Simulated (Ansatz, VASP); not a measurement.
# Two plane-wave programs on Au

Contents of INCAR:

```
SYSTEM = Au
PREC = Accurate
ENCUT = 600
EDIFF = 1E-6
ISMEAR = 0
SIGMA = 0.1
LREAL = .FALSE.
LASPH = .TRUE.
NELM = 100
ALGO = Normal
ISIF = 3
LWAVE = .FALSE.
LCHARG = .FALSE.
GGA = PS
IBRION = 2
NSW = 100
EDIFFG = -0.01
```

Contents of KPOINTS:

```
regular mesh
0
G
  24 24 24
  0 0 0
```

Contents of POSCAR:

```
Au
1.0
   -1.6205985733      1.6205985733      1.6205985733
    1.6205985733     -1.6205985733      1.6205985733
    1.6205985733      1.6205985733     -1.6205985733
Au
1
Direct
    0.0000000000      0.0000000000      0.0000000000
```

Input for Ansatz:

```yaml
crystal:
  lattice:
    - [-1.6205985733, 1.6205985733, 1.6205985733]
    - [1.6205985733, -1.6205985733, 1.6205985733]
    - [1.6205985733, 1.6205985733, -1.6205985733]
  atoms:
    - { symbol: Au, position: [0.0, 0.0, 0.0] }
basis:
  ecutwfc: 420
kpoints:
  mp_grid: { grid: [24, 24, 24] }
hamiltonian:
  xc: pbesol
scf:
  occupations: { method: gaussian, width: 0.1 }
output:
  forces: true
  stress: true
  eigenvalues: true
relax:
  adjacent_minimum: "off"
  f_tol: 0.01
  max_steps: 80
  cell: { stress_tol: 0.05 }
```

Alike in both runs: task relaxation of cell and atoms; functional PBEsol; k mesh 24 × 24 × 24; occupations gaussian, width 0.1 eV; no spin polarisation.

|  | VASP | Ansatz |
| --- | --- | --- |
| version | VASP 6.6.1 | Ansatz 0.2.0 |
| potentials or method | VASP PAW PBE potentials, release 64 (Au), cutoff 600 eV | scalar-relativistic, plane waves, PAW |
| valence electrons in the cell | 11 | 19 |

|  | VASP | Ansatz | Ansatz less VASP |
| --- | --- | --- | --- |
| gap on the k mesh at the Fermi level, each at its own relaxed structure (eV) | none | none | - |
| relaxed volume (Å³/atom) | 17.02 | 17.05 | +0.028 |
| relaxed cell length with the largest relative difference (Å) | 2.807 | 2.808 | +0.0015 |

VASP's potentials were made for PBE, not for PBEsol. A gap of «none» marks a metal or a gap that the smearing closes. VASP's potentials hold 11 valence electrons a cell and Ansatz's 19, so a difference there can come from the potentials and not from the codes.

Spin-orbit coupling is off throughout. Noted on VASP's run: the relaxation stopped at its first step, so nothing moved.
